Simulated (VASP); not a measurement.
Input of a VASP 6.6.1 run:

File INCAR:

```
PREC = Accurate
ENCUT = 520
EDIFF = 1E-7
ISMEAR = 0
SIGMA = 0.014
LREAL = F
LASPH = T
NELM = 60
ALGO = Normal
ISIF = 2
LWAVE = F
LCHARG = F
GGA = PE
NBANDS = 14
```

The input KPOINTS:

```
regular mesh
0
Gamma
  12 12 12
```

The input POSCAR:

```
Rh
1.0
    0.0000000000      1.8978500000      1.8978500000
    1.8978500000      0.0000000000      1.8978500000
    1.8978500000      1.8978500000      0.0000000000
Rh
1
Direct
    0.0000000000      0.0000000000      0.0000000000
```

Potentials or basis: VASP PAW PBE potentials, release 64 (Rh_pv).

The run is started by

```sh
$ cat potpaw_PBE.64/Rh_pv/POTCAR > POTCAR
$ mpirun -np 1 vasp_std > vasp.out
```

**Question.** Estimate the pressure.

**Answer.** 7.3 GPa.
